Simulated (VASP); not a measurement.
The system is ZnSe.

```
Zn Se
1.0
     0.00000    2.83380    2.83380
     2.83380    0.00000    2.83380
     2.83380    2.83380    0.00000
Zn Se
1 1
Direct
  0.00000 0.00000 0.00000
  0.75000 0.75000 0.75000
```

```yaml
Program: VASP 6.6.1
Task: relaxation of cell and atoms
Functional: PBE
Potentials_or_basis: VASP PAW PBE potentials, release 64 (Zn, Se)
Cutoff: 600 eV
k_mesh: 8 × 8 × 8
Occupations: gaussian, width 0.02 eV
Spin: no spin polarisation
```

At the start: pressure 2.3 GPa; volume 22.76 Å³/atom.

**Question.** How do energy, volume and symmetry change on relaxing?

**Answer.** Over 5 steps the energy falls by 6.1 meV/atom and the volume is 23.65 Å³/atom (+3.9 %); space group F-43m (No. 216, to 0.05 Å).

The path:
| step | energy change (eV) | largest force (eV/Å) | pressure (GPa) | volume (Å³) |
| --- | --- | --- | --- | --- |
| 1 | 0.0000 | 0.0000 | 2.34 | 45.51 |
| 2 | -0.0114 | 0.0000 | -0.55 | 47.73 |
| 3 | -0.0122 | 0.0000 | 0.11 | 47.25 |
| 4 | -0.0122 | 0.0000 | -0.06 | 47.33 |
| 5 | -0.0122 | 0.0000 | -0.02 | 47.29 |

Final structure:
```
Zn Se
1.0
     0.00000    2.87025    2.87025
     2.87025    0.00000    2.87025
     2.87025    2.87025    0.00000
Zn Se
1 1
Direct
  0.00000 0.00000 0.00000
  0.75000 0.75000 0.75000
```
